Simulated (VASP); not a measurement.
**BaLi2S2: single point with PBE**

The system is BaLi2S2.

```
Ba Li S
1.0
     4.34981    0.00000    0.00000
    -2.17490    3.76704    0.00000
     0.00000    0.00000    7.17874
Ba Li S
1 2 2
Cartesian
  0.0000 0.0000 0.0000
  2.1749 1.2557 4.3913
  0.0000 2.5114 2.7875
  2.1749 1.2557 1.9405
  0.0000 2.5114 5.2383
```

```json
{
  "Program": "VASP 6.6.1",
  "Task": "single point",
  "Functional": "PBE",
  "Potentials or basis": "VASP PAW PBE potentials, release 64 (Ba_sv, Li_sv, S)",
  "Cutoff": "520 eV",
  "k mesh": "6 × 6 × 4",
  "Occupations": "gaussian, width 0.02 eV",
  "Spin": "no spin polarisation",
  "Dipole correction": "no",
  "Further INCAR settings": "ALGO = Normal; EDIFF = 1e-07; NBANDS = 22"
}
```

```
Largest force          : 0.076 eV/Å
Band gap on the k mesh : 2.78 eV (least direct gap 3.10 eV)
```

Forces on the atoms (eV/Å):
```
Ba   0.000  0.000  0.000
Li   0.000  0.000 -0.007
Li   0.000  0.000  0.007
S    0.000  0.000  0.076
S    0.000  0.000 -0.076
```

Levels at points of the mesh, in eV from the valence-band top:
| k point | band 12 | band 13 | band 14 | band 15 | band 16 | band 17 |
| --- | --- | --- | --- | --- | --- | --- |
| (0.00, 0.00, 0.00) | -0.10 | 0.00 | 0.00 | 3.47 | 4.06 | 4.71 |
| (0.50, 0.00, 0.00) | -0.78 | -0.75 | -0.72 | 2.78 | 5.78 | 5.89 |
| (0.00, 0.00, 0.50) | -0.56 | -0.30 | -0.30 | 4.19 | 4.54 | 4.54 |
| (0.50, 0.00, 0.50) | -1.16 | -0.33 | -0.21 | 2.88 | 4.58 | 5.73 |

Wall time 34 s on 1 thread of AMD EPYC 9R45 96-Core Processor (Zen 5) (shared host), peak memory 0.22 GiB.

Caveat: spin-orbit coupling is left out, which moves the levels of the heavy elements. A k mesh can miss the band edges.
